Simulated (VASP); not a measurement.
# Ga3As3CO in VASP: notebook, part 2 of 2

VASP 6.6.1. Earlier steps stand in the parts before.

## Step 4: Single point, PBE+D3(BJ)

File INCAR:

```
ALGO     = Normal         # electronic algorithm
DIPOL    = 0.5 0.5 0.320
EDIFF    = 1E-6           # SCF threshold, eV
ENCUT    = 520            # plane-wave cutoff, eV
GGA      = PE             # functional
GGA_COMPAT= F            
IDIPOL   = 3            
ISIF     = 2              # what is computed and relaxed
ISMEAR   = 0              # smearing method
IVDW     = 12             # dispersion correction
LASPH    = T              # aspherical terms in the spheres
LCHARG   = F              # write CHGCAR
LDIPOL   = T            
LREAL    = F              # projectors in reciprocal space
LWAVE    = F              # write WAVECAR
NBANDS   = 57             # bands
NELM     = 120            # most SCF steps
NELMDL   = -8           
PREC     = Accurate       # precision mode
SIGMA    = 0.05           # smearing width, eV
```

File KPOINTS:

```
k-points
0
Gamma
  7 5 1
```

File POSCAR:

```
Ga3As3CO
1.0
    4.0137031111      0.0000000000      0.0000000000
    0.0000000000      5.6762333751      0.0000000000
    0.0000000000      0.0000000000     23.3352699083
Ga As O C
3 3 1 1
Direct
    0.5000000000      0.5000000000      0.1714143447
    0.0000000000      0.0653835255      0.2680035048
    0.5000000000      0.4894639609      0.3228546357
    0.0000000000      0.2500000000      0.1714143447
    0.5000000000      0.8102208698      0.2504948966
    0.0000000000      0.2887573198      0.3593388866
    0.0000000000      0.6220906532      0.4836142866
    0.0000000000      0.6220906532      0.5328959107
```

Potentials or basis: VASP PAW PBE potentials, release 64 (Ga_d, As_d, O, C).

Run with:

```console
cat potpaw_PBE.64/Ga_d/POTCAR potpaw_PBE.64/As_d/POTCAR potpaw_PBE.64/O/POTCAR potpaw_PBE.64/C/POTCAR > POTCAR
mpirun -np 1 vasp_std > vasp.out
```

OUTCAR:

```text
EDIFF = 1E-6
   ENCUT = 520
   GGA = PE
   ISIF = 2
   ISMEAR = 0
   IVDW = 12
   LASPH = T
   LREAL = F
   NELM = 120
   NELMDL = -8
   PREC = Accurate
 IVDW          = 12

 ion  position               nearest neighbor table
   1  0.500  0.500  0.171-   4 2.46   4 2.46   5 2.55
   2  0.000  0.065  0.268-   6 2.48   4 2.49   5 2.51   5 2.51
   3  0.500  0.489  0.323-   6 2.46   6 2.46   5 2.48
   4  0.000  0.250  0.171-   1 2.46   1 2.46   2 2.49
   5  0.500  0.810  0.250-   3 2.48   2 2.51   2 2.51   1 2.55
   6  0.000  0.289  0.359-   3 2.46   3 2.46   2 2.48
   7  0.000  0.622  0.484-   8 1.15
   8  0.000  0.622  0.533-   7 1.15

  LATTYP: Found a simple orthorhombic cell.
 ALAT       =     4.0137031111
 B/A-ratio  =     1.4142135624
 C/A-ratio  =     5.8139003465

  Lattice vectors:

 A1 = (   4.0137031111,   0.0000000000,   0.0000000000)
 A2 = (   0.0000000000,   5.6762333751,   0.0000000000)
 A3 = (   0.0000000000,   0.0000000000,  23.3352699083)

Analysis of symmetry for initial positions (statically):
=====================================================================
 Subroutine PRICEL returns:
 Original cell was already a primitive cell.

 Routine SETGRP: Setting up the symmetry group for a
 simple orthorhombic supercell.

 Subroutine GETGRP returns: Found  2 space group operations
 (whereof  2 operations were pure point group operations)
 out of a pool of  8 trial point group operations.

The static configuration has the point symmetry C_1h.

Analysis of symmetry for dynamics (positions and initial velocities):
=====================================================================
 Subroutine PRICEL returns:
 Original cell was already a primitive cell.

 Routine SETGRP: Setting up the symmetry group for a
 simple orthorhombic supercell.

 Subroutine GETGRP returns: Found  2 space group operations
[... 132 lines left out ...]
   LRPA    =     F    only Hartree local field effects (RPA)
 non-spin polarized calculation
 Gauss-broadening in eV      SIGMA  =   0.05
  energy-cutoff  :      520.00
  volume of cell :      531.64
 maximum number of plane-waves:     14367
 NGX is ok and might be reduce to    30
   NGX = 15   NGY = 21   NGZ = 87

 dipolmoment           0.000000      0.000000     -0.004830 electrons x Angstroem

 number of electron      93.9999977 magnetization

 dipolmoment           0.000000      0.000000      0.050241 electrons x Angstroem

 Free energy of the ion-electron system (eV)
  ---------------------------------------------------
  ext. energy  EPLUGINS =         0.00000000
  ---------------------------------------------------
  free energy    TOTEN  =       -37.57721767 eV

  energy without entropy =      -37.57721767  energy(sigma->0) =      -37.57721767

 E-fermi :  -2.2743     XC(G=0):  -3.8734

 val. band max:       -2.4731995296   @ k =   0.0000   0.0000   0.0000
 cond. band min:      -2.0706435138   @ k =   0.4286   0.0000   0.0000
 fundamental gap:      0.4025560158
 Fermi energy:        -2.2742805243

 k-point     1 :       0.0000    0.0000    0.0000
  band No.  band energies     occupation
      1     -37.7015      2.00000
      2     -37.6899      2.00000
      3     -37.6850      2.00000
      4     -37.6709      2.00000
      5     -37.6696      2.00000
      6     -37.2851      2.00000
[... 709 lines left out ...]
     56       2.5436      0.00000
     57       2.8871      0.00000

------------------------ aborting loop because EDIFF is reached ----------------------------------------

 vacuum level on the upper side and lower side of the slab       (xc-potential included)         0.050        -0.338

 Edisp (eV)   -1.27329

 E8    (eV) :    -0.5765

  FORCE on cell =-STRESS in cart. coord.  units (eV):
  Direction    XX          YY          ZZ          XY          YZ          ZX
  --------------------------------------------------------------------------------------
  -------------------------------------------------------------------------------------
  Total      -2.20441    -2.64899    -0.77195     0.00000     0.11634     0.00000
  in kB      -6.64330    -7.98311    -2.32638     0.00000     0.35060     0.00000
  external pressure =       -5.65 kB  Pullay stress =        0.00 kB

 VOLUME and BASIS-vectors are now :
 -----------------------------------------------------------------------------
  energy-cutoff  :      520.00
  volume of cell :      531.64
      direct lattice vectors                 reciprocal lattice vectors
     4.013703111  0.000000000  0.000000000     0.249146480  0.000000000  0.000000000
     0.000000000  5.676233375  0.000000000     0.000000000  0.176173165  0.000000000
     0.000000000  0.000000000 23.335269908     0.000000000  0.000000000  0.042853586

 POSITION                                       TOTAL-FORCE (eV/Angst)
 -----------------------------------------------------------------------------------
      2.00685      2.83812      4.00000         0.000000     -0.322471      1.039486
      0.00000      0.37113      6.25393         0.000000     -0.000601      0.024339
      2.00685      2.77831      7.53390         0.000000      0.001192      0.013134
      0.00000      1.41906      4.00000         0.000000      0.322111     -1.056464
      2.00685      4.59900      5.84537         0.000000     -0.001148     -0.013020
      0.00000      1.63905      8.38527         0.000000     -0.041208     -0.025382
      0.00000      3.53113     11.28527         0.000000      0.050166      0.727176
      0.00000      3.53113     12.43527         0.000000     -0.008041     -0.709270
 -----------------------------------------------------------------------------------
    total drift:                                0.000000      0.003447     -0.003261

  FREE ENERGIE OF THE ION-ELECTRON SYSTEM (eV)
  ---------------------------------------------------
  free  energy   TOTEN  =       -38.8505104518 eV

  energy  without entropy=      -38.8505104516  energy(sigma->0) =      -38.85051045

 vacuum level on the upper side and lower side of the slab         2.472         2.073
```

OSZICAR:

```text
N       E                     dE             d eps       ncg     rms          rms(c)
DAV:   1     0.101062913622E+04    0.10106E+04   -0.44422E+04  2087   0.408E+03
DAV:   2     0.167814622233E+03   -0.84281E+03   -0.81314E+03  1504   0.121E+03
DAV:   3    -0.173083448212E+02   -0.18512E+03   -0.18189E+03  1686   0.220E+02
[... 17 lines left out ...]
DAV:  21    -0.375771831388E+02   -0.44359E-04   -0.54601E-06  1191   0.185E-02    0.168E-03
DAV:  22    -0.375771996743E+02   -0.16535E-04   -0.11228E-06  1080   0.541E-03    0.708E-04
DAV:  23    -0.375772101367E+02   -0.10462E-04   -0.77411E-07  1052   0.401E-03    0.480E-04
DAV:  24    -0.375772137284E+02   -0.35917E-05   -0.21346E-07  1088   0.371E-03    0.255E-04
DAV:  25    -0.375772169072E+02   -0.31788E-05   -0.27119E-07  1015   0.238E-03    0.160E-04
DAV:  26    -0.375772176730E+02   -0.76579E-06   -0.37971E-08   992   0.126E-03
   1 F= -.38850510E+02 E0= -.38850510E+02  d E =-.208687E-09
```

stdout:

```text
POSCAR found type information on POSCAR GaAsO C
 POSCAR found :  4 types and       8 ions
 scaLAPACK will be used
 LDA part: xc-table for (Slater+PW92), standard interpolation
 POSCAR, INCAR and KPOINTS ok, starting setup
 FFT: planning ... GRIDC
 FFT: planning ... GRID_SOFT
 FFT: planning ... GRID
 WAVECAR not read
 entering main loop
```

Wall time 8.6 min (1 thread of Intel Xeon 6975P-C (Granite Rapids), shared host); peak memory 0.73 GiB.

Results:

```
Free energy                : -38.8505 eV
Largest force              : 1.104 eV/Å
Band gap on the k mesh     : 0.40 eV (least direct gap 0.75 eV)
Dispersion energy per atom : -0.159 eV
```

Forces on the atoms (eV/Å):
```
Ga   0.000 -0.322  1.039
Ga   0.000 -0.001  0.024
Ga   0.000  0.001  0.013
As   0.000  0.322 -1.056
As   0.000 -0.001 -0.013
As   0.000 -0.041 -0.025
O    0.000  0.050  0.727
C    0.000 -0.008 -0.709
```

## Step 5: Single point, PBE+D3(BJ)

File INCAR:

```
SYSTEM = Ga3As3CO
  PREC = Accurate
  ENCUT = 520
  EDIFF = 1E-6
  ISMEAR = 0
  SIGMA = 0.05
  LREAL = .FALSE.
  LASPH = .TRUE.
  NELM = 120
  ALGO = Normal
  ISIF = 2
  LWAVE = .FALSE.
  LCHARG = .TRUE.
  LDIPOL = .TRUE.
  IDIPOL = 3
  DIPOL = 0.5 0.5 0.320
  GGA = PE
  IVDW = 12
  LELF = .TRUE.
  LVHAR = .TRUE.
  LVACPOTAV = .TRUE.
  NBANDS = 57
  GGA_COMPAT = .FALSE.
  NELMDL = -8
```

File KPOINTS:

```
Automatic mesh
0
G
  7 5 1
  0 0 0
```

POSCAR: that of step 4 with these lines changed.

```diff
@@ -14,3 +14,3 @@
     0.0000000000      0.2887573198      0.3593388866
-    0.0000000000      0.6220906532      0.4836142866
-    0.0000000000      0.6220906532      0.5328959107
+    0.5000000000      0.6220906532      0.4836142866
+    0.5000000000      0.6220906532      0.5328959107
```

Potentials or basis: VASP PAW PBE potentials, release 64 (Ga_d, As_d, O, C).

Run with:

```console
cat potpaw_PBE.64/Ga_d/POTCAR potpaw_PBE.64/As_d/POTCAR potpaw_PBE.64/O/POTCAR potpaw_PBE.64/C/POTCAR > POTCAR
mpirun -np 1 vasp_std > vasp.out
```

OUTCAR:

```text
SYSTEM = Ga3As3CO
   PREC = Accurate
   ENCUT = 520
   EDIFF = 1E-6
   ISMEAR = 0
   LREAL = .FALSE.
   LASPH = .TRUE.
   NELM = 120
   ISIF = 2
   GGA = PE
   IVDW = 12
   NELMDL = -8
 IVDW          = 12

 ion  position               nearest neighbor table
   1  0.500  0.500  0.171-   4 2.46   4 2.46   5 2.55
   2  0.000  0.065  0.268-   6 2.48   4 2.49   5 2.51   5 2.51
   3  0.500  0.489  0.323-   6 2.46   6 2.46   5 2.48
   4  0.000  0.250  0.171-   1 2.46   1 2.46   2 2.49
   5  0.500  0.810  0.250-   3 2.48   2 2.51   2 2.51   1 2.55
   6  0.000  0.289  0.359-   3 2.46   3 2.46   2 2.48
   7  0.500  0.622  0.484-   8 1.15
   8  0.500  0.622  0.533-   7 1.15

  LATTYP: Found a simple orthorhombic cell.
 ALAT       =     4.0137031111
 B/A-ratio  =     1.4142135624
 C/A-ratio  =     5.8139003465

  Lattice vectors:

 A1 = (   4.0137031111,   0.0000000000,   0.0000000000)
 A2 = (   0.0000000000,   5.6762333751,   0.0000000000)
 A3 = (   0.0000000000,   0.0000000000,  23.3352699083)

Analysis of symmetry for initial positions (statically):
=====================================================================
 Subroutine PRICEL returns:
 Original cell was already a primitive cell.

 Routine SETGRP: Setting up the symmetry group for a
 simple orthorhombic supercell.

 Subroutine GETGRP returns: Found  2 space group operations
 (whereof  2 operations were pure point group operations)
 out of a pool of  8 trial point group operations.

The static configuration has the point symmetry C_1h.

Analysis of symmetry for dynamics (positions and initial velocities):
=====================================================================
 Subroutine PRICEL returns:
 Original cell was already a primitive cell.

 Routine SETGRP: Setting up the symmetry group for a
 simple orthorhombic supercell.

 Subroutine GETGRP returns: Found  2 space group operations
 (whereof  2 operations were pure point group operations)
 out of a pool of  8 trial point group operations.
[... 129 lines left out ...]
   LEPSILON=     F    determine dielectric tensor
   LRPA    =     F    only Hartree local field effects (RPA)
 non-spin polarized calculation
 Gauss-broadening in eV      SIGMA  =   0.05
  energy-cutoff  :      520.00
  volume of cell :      531.64
 maximum number of plane-waves:     14367
 NGX is ok and might be reduce to    30
   NGX = 15   NGY = 21   NGZ = 87

 dipolmoment           0.000000      0.000000     -0.001968 electrons x Angstroem

 number of electron      93.9999977 magnetization

 dipolmoment           0.000000      0.000000      0.052469 electrons x Angstroem

 Free energy of the ion-electron system (eV)
  ---------------------------------------------------
  ext. energy  EPLUGINS =         0.00000000
  ---------------------------------------------------
  free energy    TOTEN  =       -37.59815170 eV

  energy without entropy =      -37.59815170  energy(sigma->0) =      -37.59815170

 E-fermi :  -2.2771     XC(G=0):  -3.8788

 val. band max:       -2.4804067548   @ k =   0.0000   0.0000   0.0000
 cond. band min:      -2.0686384434   @ k =   0.4286   0.0000   0.0000
 fundamental gap:      0.4117683114
 Fermi energy:        -2.2770884042

 k-point     1 :       0.0000    0.0000    0.0000
  band No.  band energies     occupation
      1     -37.7089      2.00000
      2     -37.6974      2.00000
      3     -37.6925      2.00000
      4     -37.6785      2.00000
      5     -37.6771      2.00000
      6     -37.2890      2.00000
[... 709 lines left out ...]
     56       2.5335      0.00000
     57       2.8450      0.00000

------------------------ aborting loop because EDIFF is reached ----------------------------------------

 Edisp (eV)   -1.27295

 E8    (eV) :    -0.5763

  FORCE on cell =-STRESS in cart. coord.  units (eV):
  Direction    XX          YY          ZZ          XY          YZ          ZX
  --------------------------------------------------------------------------------------
  -------------------------------------------------------------------------------------
  Total      -2.16783    -2.70399    -0.98328     0.00000     0.00538     0.00000
  in kB      -6.53308    -8.14886    -2.96325     0.00000     0.01623     0.00000
  external pressure =       -5.88 kB  Pullay stress =        0.00 kB

 VOLUME and BASIS-vectors are now :
 -----------------------------------------------------------------------------
  energy-cutoff  :      520.00
  volume of cell :      531.64
      direct lattice vectors                 reciprocal lattice vectors
     4.013703111  0.000000000  0.000000000     0.249146480  0.000000000  0.000000000
     0.000000000  5.676233375  0.000000000     0.000000000  0.176173165  0.000000000
     0.000000000  0.000000000 23.335269908     0.000000000  0.000000000  0.042853586

 POSITION                                       TOTAL-FORCE (eV/Angst)
 -----------------------------------------------------------------------------------
      2.00685      2.83812      4.00000         0.000000     -0.319864      1.039516
      0.00000      0.37113      6.25393         0.000000     -0.005376      0.024453
      2.00685      2.77831      7.53390         0.000000     -0.000236      0.027159
      0.00000      1.41906      4.00000         0.000000      0.322787     -1.052351
      2.00685      4.59900      5.84537         0.000000      0.003635     -0.012168
      0.00000      1.63905      8.38527         0.000000     -0.008513      0.011098
      2.00685      3.53113     11.28527         0.000000      0.012024      0.687432
      2.00685      3.53113     12.43527         0.000000     -0.004457     -0.725140
 -----------------------------------------------------------------------------------
    total drift:                                0.000000      0.003552     -0.003239

  FREE ENERGIE OF THE ION-ELECTRON SYSTEM (eV)
  ---------------------------------------------------
  free  energy   TOTEN  =       -38.8710988636 eV

  energy  without entropy=      -38.8710988635  energy(sigma->0) =      -38.87109886

 vacuum level on the upper side and lower side of the slab         2.570         2.154
```

Wall time 9.9 min (1 thread of Intel Xeon Platinum 8375C at 2.90GHz (Ice Lake), shared host); peak memory 0.73 GiB.

What came out:

```
Free energy                : -38.8711 eV
Largest force              : 1.101 eV/Å
Band gap on the k mesh     : 0.41 eV (least direct gap 0.75 eV)
Dispersion energy per atom : -0.159 eV
```

Forces in eV/Å, atoms in the order of the input:
```
Ga   0.000 -0.320  1.040
Ga   0.000 -0.005  0.024
Ga   0.000  0.000  0.027
As   0.000  0.323 -1.052
As   0.000  0.004 -0.012
As   0.000 -0.009  0.011
O    0.000  0.012  0.687
C    0.000 -0.004 -0.725
```

## Step 6: The runs side by side

| cell | gap on the mesh (eV) | largest force (eV/Å) |
| --- | --- | --- |
| as given, atomic positions A | 0.40 | 1.11 |
| as given, atomic positions B | 0.41 | 1.10 |
| as given, atomic positions C | 0.40 | 1.10 |
| as given, atomic positions D | 0.41 | 1.10 |

Alike in all rows: task single point; level PBE+D3(BJ); potentials or basis VASP PAW PBE potentials, release 64 (Ga_d, As_d, O, C); no spin polarisation; k mesh 7 × 5 × 1; cutoff (eV) 520; smearing gaussian 0.05 eV.

Total energies depend on the potentials used, so only differences within one code and one set of settings carry meaning.
